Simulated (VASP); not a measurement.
# TeMo5 (F-43m) in VASP: relaxation of cell and atoms with PBE

Aim: the relaxation of cell and atoms of TeMo5 with PBE.

Program: VASP 6.6.1. These are calculated values, not measurements. Logs are shortened: lines on timing, memory, paths and dates and some standing lists are left out, and cuts for length are marked.

## (1) The cell of the first run

Symmetry: F-43m, No. 216, cubic system. The conventional cell has a = 7.441 Å, b = 7.441 Å, c = 7.441 Å, α = 90.00°, β = 90.00°, γ = 90.00°. Within 4.1 Å of Te (site symmetry -43m) lie 16 Mo at 3.08 to 3.22 Å. Within 3.4 Å of Mo (site symmetry 3m) lie 9 Mo at 2.61 to 3.09 Å and 3 Te at 3.08 Å. Mo (site symmetry -43m) has 12 Mo at 3.09 Å and 4 Te at 3.22 Å within 4.1 Å.

The cell was generated, and may not be a known phase.

## (2) Relaxation of cell and atoms, PBE

INCAR

```
SYSTEM = TeMo5
  ALGO = Fast
  EDIFF = 1E-6
  EDIFFG = -0.01
  ENCUT = 600
  GGA = PE
  IBRION = 2
  ISIF = 3
  ISMEAR = 0
  LASPH = .TRUE.
  LCHARG = .FALSE.
  LREAL = .FALSE.
  LWAVE = .FALSE.
  NELM = 60
  NSW = 100
  PREC = Accurate
  SIGMA = 0.1
```

KPOINTS

```
k-points
0
G
  10 10 10
  0 0 0
```

POSCAR

```
TeMo5
1.0
    0.0000000000      3.7207144941      3.7207144941
    3.7207144941      0.0000000000      3.7207144941
    3.7207144941      3.7207144941      0.0000000000
Te Mo
1 5
Direct
    0.0000000000      0.0000000000      0.0000000000
    0.6259520576      0.6259520576      0.6259520576
    0.1221438273      0.6259520576      0.6259520576
    0.6259520576      0.6259520576      0.1221438273
    0.6259520576      0.1221438273      0.6259520576
    0.2500000000      0.2500000000      0.2500000000
```

Potentials or basis: VASP PAW PBE potentials, release 64 (Te, Mo_sv).

The run is started by

```sh
cat potpaw_PBE.64/Te/POTCAR potpaw_PBE.64/Mo_sv/POTCAR > POTCAR
mpirun -np 1 vasp_std > vasp.out
```

OUTCAR:

```text
SYSTEM = TeMo5
   EDIFF = 1E-6
   EDIFFG = -0.01
   ENCUT = 600
   GGA = PE
   IBRION = 2
   ISIF = 3
   ISMEAR = 0
   LASPH = .TRUE.
   LREAL = .FALSE.
   NELM = 60
   NSW = 100
   PREC = Accurate

 ion  position               nearest neighbor table
   1  0.000  0.000  0.000-   3 3.08   4 3.08   5 3.08   2 3.08   2 3.08   2 3.08   5 3.08   3 3.08
                             5 3.08   4 3.08   3 3.08   4 3.08   6 3.22   6 3.22   6 3.22   6 3.22
   2  0.626  0.626  0.626-   3 2.61   4 2.61   5 2.61   4 2.65   5 2.65   3 2.65   1 3.08   1 3.08
                             1 3.08   6 3.09   6 3.09   6 3.09
   3  0.122  0.626  0.626-   2 2.61   4 2.61   5 2.61   2 2.65   4 2.65   5 2.65   1 3.08   1 3.08
                             1 3.08   6 3.09   6 3.09   6 3.09
   4  0.626  0.626  0.122-   2 2.61   3 2.61   5 2.61   2 2.65   5 2.65   3 2.65   1 3.08   1 3.08
                             1 3.08   6 3.09   6 3.09   6 3.09
   5  0.626  0.122  0.626-   2 2.61   3 2.61   4 2.61   4 2.65   2 2.65   3 2.65   1 3.08   1 3.08
                             1 3.08   6 3.09   6 3.09   6 3.09
   6  0.250  0.250  0.250-   3 3.09   5 3.09   4 3.09   4 3.09   3 3.09   5 3.09   2 3.09   2 3.09
                             2 3.09   3 3.09   4 3.09   5 3.09   1 3.22   1 3.22   1 3.22   1 3.22

  LATTYP: Found a face centered cubic cell.
 ALAT       =     7.4414289882

  Lattice vectors:

 A1 = (   0.0000000000,   3.7207144941,   3.7207144941)
 A2 = (   3.7207144941,   0.0000000000,   3.7207144941)
 A3 = (   3.7207144941,   3.7207144941,   0.0000000000)

Analysis of symmetry for initial positions (statically):
=====================================================================
 Subroutine PRICEL returns:
 Original cell was already a primitive cell.

 Routine SETGRP: Setting up the symmetry group for a
 face centered cubic supercell.

 Subroutine GETGRP returns: Found 24 space group operations
 (whereof 24 operations were pure point group operations)
 out of a pool of 48 trial point group operations.

The static configuration has the point symmetry T_d .

Analysis of symmetry for dynamics (positions and initial velocities):
=====================================================================
 Subroutine PRICEL returns:
 Original cell was already a primitive cell.

 Routine SETGRP: Setting up the symmetry group for a
 face centered cubic supercell.

 Subroutine GETGRP returns: Found 24 space group operations
 (whereof 24 operations were pure point group operations)
 out of a pool of 48 trial point group operations.

The dynamic configuration has the point symmetry T_d .

[... 117 lines left out ...]
   NELECT =      76.0000    total number of electrons
   NUPDOWN=      -1.0000    fix difference up-down
   EMIN   =  10.00;   EMAX   =-10.00  energy-range for DOS
   EFERMI =   0.00;   METHOD = LEGACY
   ISMEAR =     0;   SIGMA  =   0.10  broadening in eV -4-tet -1-fermi 0-gaus
   EFERMI_NEDOS =   21; number of points for ismear=-14 and -15
   IALGO  =     68    algorithm
   IMIX   =      4    mixing-type and parameters
     AMIX     =   0.40;   BMIX     =  1.00
     AMIX_MAG =   1.60;   BMIX_MAG =  1.00
  volume/ion in A,a.u.               =      17.17       115.87
  Fermi-wavevector in a.u.,A,eV,Ry     =   1.479255  2.795386 29.772201  2.188195
  Thomas-Fermi vector in A             =   2.593435
   LORBIT       =      0    0 simple, 1 ext, 2 COOP (PROOUT), +10 PAW based schemes
   GGA     = PE    functional components
   LHFCALC =     F    Hartree Fock is set to
   AEXX    =    0.0000 exact exchange contribution
   IVDW    =     0    specifies the selected vdW correction
   LEPSILON=     F    determine dielectric tensor
   LRPA    =     F    only Hartree local field effects (RPA)
 conjugate gradient relaxation of ions
 non-spin polarized calculation
 RMM-DIIS sequential band-by-band and
 Gauss-broadening in eV      SIGMA  =   0.10
  energy-cutoff  :      600.00
  volume of cell :      103.02
 maximum number of plane-waves:      3479
   NGX = 21   NGY = 21   NGZ = 21

--------------------------------------- Ionic step        1  -------------------------------------------

 number of electron      75.9999998 magnetization

 Free energy of the ion-electron system (eV)
  ---------------------------------------------------
  ext. energy  EPLUGINS =         0.00000000
  ---------------------------------------------------
  free energy    TOTEN  =       -54.59668559 eV

  energy without entropy =      -54.56530955  energy(sigma->0) =      -54.58099757

------------------------ aborting loop because EDIFF is reached ----------------------------------------

  FORCE on cell =-STRESS in cart. coord.  units (eV):
  Direction    XX          YY          ZZ          XY          YZ          ZX
  --------------------------------------------------------------------------------------
  -------------------------------------------------------------------------------------
  Total        0.2982741      0.2982741      0.2982741      0.0000000      0.0000000      0.0000000
  in kB        4.6389229      4.6389229      4.6389229      0.0000000      0.0000000      0.0000000
  external PRESSURE =       4.6389229 kB  Pullay stress =       0.0000000 kB
[... 147 lines left out ...]
--------------------------------------- Ionic step        5  -------------------------------------------

 number of electron      75.9999998 magnetization

 Free energy of the ion-electron system (eV)
  ---------------------------------------------------
  ext. energy  EPLUGINS =         0.00000000
  ---------------------------------------------------
  free energy    TOTEN  =       -54.59777173 eV

  energy without entropy =      -54.56587060  energy(sigma->0) =      -54.58182116

 E-fermi :  12.1744     XC(G=0): -12.7240

 val. band max:       12.1687803520   @ k =   0.5000   0.3000   0.1000
 cond. band min:      12.1897295288   @ k =   0.5000   0.2000   0.0000
 fundamental gap:      0.0209491768
 Fermi energy:        12.1743573253

 k-point     1 :       0.0000    0.0000    0.0000
  band No.  band energies     occupation
      1     -49.0839      2.00000
      2     -48.9825      2.00000
      3     -48.6586      2.00000
      4     -48.6586      2.00000
      5     -48.6586      2.00000
      6     -24.2658      2.00000
[... 1141 lines left out ...]
     44      13.5978      0.00000
     45      14.0044      0.00000

 [... further k-points ...]

------------------------ aborting loop because EDIFF is reached ----------------------------------------

  FORCE on cell =-STRESS in cart. coord.  units (eV):
  Direction    XX          YY          ZZ          XY          YZ          ZX
  --------------------------------------------------------------------------------------
  -------------------------------------------------------------------------------------
  Total       -0.0012064     -0.0012064     -0.0012064      0.0000000     -0.0000000      0.0000000
  in kB       -0.0187150     -0.0187150     -0.0187150      0.0000000     -0.0000000      0.0000000
  external PRESSURE =      -0.0187150 kB  Pullay stress =       0.0000000 kB
[... 21 lines left out ...]
  FREE ENERGIE OF THE ION-ELECTRON SYSTEM (eV)
  ---------------------------------------------------
  free  energy   TOTEN  =       -54.5977717308 eV

  energy  without entropy=      -54.5658705966  energy(sigma->0) =      -54.58182116

 reached required accuracy - stopping structural energy minimisation
```

OSZICAR:

```text
N       E                     dE             d eps       ncg     rms          rms(c)
DAV:   1     0.100547112212E+04    0.10055E+04   -0.50052E+04  4230   0.192E+03
DAV:   2    -0.128732544286E+02   -0.10183E+04   -0.99905E+03  4521   0.560E+02
DAV:   3    -0.566258364014E+02   -0.43753E+02   -0.42361E+02  5679   0.102E+02
[... 54 lines left out ...]
RMM:   3    -0.545977807862E+02    0.69543E-05   -0.37846E-04  4347   0.991E-02    0.402E-02
RMM:   4    -0.545977776506E+02    0.31356E-05   -0.84289E-05  4993   0.402E-02    0.340E-02
RMM:   5    -0.545977732246E+02    0.44260E-05   -0.34191E-05  4407   0.240E-02    0.119E-02
RMM:   6    -0.545977726692E+02    0.55532E-06   -0.11618E-05  4317   0.181E-02    0.903E-03
RMM:   7    -0.545977717308E+02    0.93840E-06   -0.33475E-06  3007   0.700E-03
   5 F= -.54597772E+02 E0= -.54581821E+02  d E =-.945665E-04
```

CONTCAR:

```text
TeMo5
   1.00000000000000
     0.0000000000000000    3.7238499608706150    3.7238499608706150
     3.7238499608706150    0.0000000000000000    3.7238499608706150
     3.7238499608706150    3.7238499608706150   -0.0000000000000000
  Te              Mo
     1     5
Direct
     0.0000000000000000    0.0000000000000000    0.0000000000000000
     0.6256950625096611    0.6256950625096611    0.6256950625096611
     0.1229148125710253    0.6256950625096611    0.6256950625096611
     0.6256950625096611    0.6256950625096611    0.1229148125710253
     0.6256950625096611    0.1229148125710253    0.6256950625096611
     0.2500000000000000    0.2500000000000000    0.2500000000000000

  0.00000000E+00  0.00000000E+00  0.00000000E+00
  0.00000000E+00  0.00000000E+00  0.00000000E+00
  0.00000000E+00  0.00000000E+00  0.00000000E+00
  0.00000000E+00  0.00000000E+00  0.00000000E+00
  0.00000000E+00  0.00000000E+00  0.00000000E+00
  0.00000000E+00  0.00000000E+00  0.00000000E+00
```

Run time: 16 min. Hardware: 1 thread of Intel Xeon Platinum 8375C at 2.90GHz (Ice Lake), shared host; peak memory 0.41 GiB.

Results:

| Quantity | Value |
| --- | --- |
| Free energy | -54.5978 eV |
| Relaxed volume | 17.21 Å³/atom |
| Relaxed cell | a = 5.266 Å, b = 5.266 Å, c = 5.266 Å, α = 60.00°, β = 60.00°, γ = 60.00° |
| Space group after relaxing (to 0.1 Å) | F-43m (No. 216) |
| Energy gained by relaxing | 0.2 meV/atom |
| Ionic steps | 5 |
| Pressure after relaxing | 0.0 GPa |
| Band gap on the k mesh | zero (bands 38 and 39 overlap by 1.13 eV) |

The path:
```csv
step,energy change (eV),largest force (eV/Å),pressure (GPa),volume (Å³)
1,0.0000,0.1077,0.46,103.02
2,0.0004,0.0551,-0.85,103.76
3,-0.0010,0.0330,-0.13,103.35
4,-0.0010,0.0283,0.13,103.21
5,-0.0011,0.0010,0.00,103.28
```

Final structure:
```
Te Mo
1.0
     0.00000    3.72385    3.72385
     3.72385    0.00000    3.72385
     3.72385    3.72385    0.00000
Te Mo
1 5
Direct
  0.00000 0.00000 0.00000
  0.62570 0.62570 0.62570
  0.12291 0.62570 0.62570
  0.62570 0.62570 0.12291
  0.62570 0.12291 0.62570
  0.25000 0.25000 0.25000
```

Levels at points of the mesh, in eV from the Fermi level:
```
           k point  band 34  band 35  band 36  band 37  band 38  band 39  band 40  band 41  band 42  band 43
(0.00, 0.00, 0.00)    -1.36    -1.28    -1.28     0.72     0.72     0.72     1.39     1.39     1.39     1.79
(0.50, 0.00, 0.00)    -1.57    -1.57    -1.16    -0.83     0.41     0.41     0.60     0.73     0.73     1.14
(0.50, 0.50, 0.00)    -1.88    -1.63    -1.08    -1.08    -0.96    -0.29     0.03     0.88     0.98     1.16
```

Caveat: spin-orbit coupling is left out, which moves the levels of the heavy elements.

The gap in the log of VASP goes by the Fermi energy; the results here count the filled bands.